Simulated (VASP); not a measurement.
Write the native input for VASP 6.6.1 that does the following.

* Task: single point
* Functional: LDA
* Potentials or basis: VASP PAW LDA potentials, release 64 (Zn, Ag)
* Cutoff: 520 eV
* k mesh: 12 × 12 × 12
* Occupations: fermi-dirac, width 0.03 eV
* Spin: no spin polarisation
* Dipole correction: no
* Further INCAR settings: ALGO = Normal; EDIFF = 1e-06; NBANDS = 18

The structure of ZnAg lies in POSCAR:

```
ZnAg
1.0
    3.1769012714      0.0000000000      0.0000000000
    0.0000000000      3.1769012714      0.0000000000
    0.0000000000      0.0000000000      3.1769012714
Zn Ag
1 1
Direct
    0.5000000000      0.5000000000      0.5000000000
    0.0000000000      0.0000000000      0.0000000000
```

This cell differs from its parent crystal: volume scaled by 1.02.

One way to write it, as run:

INCAR

```
  PREC = Accurate
  ENCUT = 520
  EDIFF = 1E-6
  ISMEAR = -1
  SIGMA = 0.03
  LREAL = F
  LASPH = T
  NELM = 60
  ALGO = Normal
  ISIF = 2
  LWAVE = F
  LCHARG = T
  GGA = CA
  LELF = T
  LVHAR = T
  NBANDS = 18
```

KPOINTS

```
regular mesh
0
Gamma
  12 12 12
```

Potentials or basis: VASP PAW LDA potentials, release 64 (Zn, Ag).

The run is started by

```bash
$ cat potpaw_LDA.64/Zn/POTCAR potpaw_LDA.64/Ag/POTCAR > POTCAR
$ mpirun -np 1 vasp_std > vasp.out
```

Results of the run:

- Pressure: -9.2 GPa

Wall time 20 s on 1 thread of Intel(R) Xeon(R) Platinum 8259CL CPU @ 2.50GHz (Skylake/Cascade Lake) (shared host), peak memory 0.16 GiB.
